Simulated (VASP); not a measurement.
## NaTi2 (C15 type): relaxation of cell and atoms with PBE

The system is NaTi2 (C15 type).

```xyz
6
Lattice="0.0000 4.0563 4.0563 4.0563 0.0000 4.0563 4.0563 4.0563 0.0000" Properties=species:S:1:pos:R:3 pbc="T T T"
Na    1.0141    1.0141    1.0141
Na   -1.0141   -1.0141   -1.0141
Ti    4.0563    4.0563    4.0563
Ti    2.0281    2.0281    4.0563
Ti    2.0281    4.0563    2.0281
Ti    4.0563    2.0281    2.0281
```

```
Program                : VASP 6.6.1
Task                   : relaxation of cell and atoms
Functional             : PBE
Potentials or basis    : VASP PAW PBE potentials, release 64 (Na_pv, Ti_sv)
Cutoff                 : 600 eV
k mesh                 : 7 × 7 × 7
Occupations            : fermi-dirac, width 0.05 eV
Spin                   : no spin polarisation
Dipole correction      : no
Further INCAR settings : ALGO = Normal; EDIFF = 1e-06; IBRION = 2; EDIFFG = -0.005; NSW = 70; ISIF = 3
```

```json
{
  "Relaxed volume": "21.54 Å³/atom",
  "Relaxed cell": "a = 5.675 Å, b = 5.675 Å, c = 5.675 Å, α = 60.00°, β = 60.00°, γ = 60.00°",
  "Space group after relaxing (to 0.1 Å)": "Fd-3m (No. 227)",
  "Energy gained by relaxing": "3.3 meV/atom",
  "Ionic steps": "3",
  "Pressure after relaxing": "0.0 GPa",
  "Band gap on the k mesh": "zero (bands 31 and 32 overlap by 0.28 eV)"
}
```

The path:
| step | energy change (eV) | largest force (eV/Å) | pressure (GPa) | volume (Å³) |
| --- | --- | --- | --- | --- |
| 1 | 0.0000 | 0.0000 | -1.48 | 133.48 |
| 2 | -0.0199 | 0.0000 | -0.11 | 129.55 |
| 3 | -0.0200 | 0.0000 | 0.00 | 129.25 |

Final structure:
```xyz
6
Lattice="0.0000 4.0130 4.0130 4.0130 0.0000 4.0130 4.0130 4.0130 0.0000" Properties=species:S:1:pos:R:3 pbc="T T T"
Na    1.0032    1.0032    1.0032
Na    7.0227    7.0227    7.0227
Ti    4.0130    4.0130    4.0130
Ti    2.0065    2.0065    4.0130
Ti    2.0065    4.0130    2.0065
Ti    4.0130    2.0065    2.0065
```

Levels at points of the mesh, in eV from the Fermi level:
```tsv
k point	band 28	band 29	band 30	band 31	band 32	band 33	band 34	band 35
(0.00, 0.00, 0.00)	-0.76	-0.76	-0.76	-0.15	-0.15	1.84	1.84	1.84
```

Wall time 6.5 min on 1 thread of Intel(R) Xeon(R) Platinum 8488C (Sapphire Rapids) (shared host), peak memory 0.37 GiB.
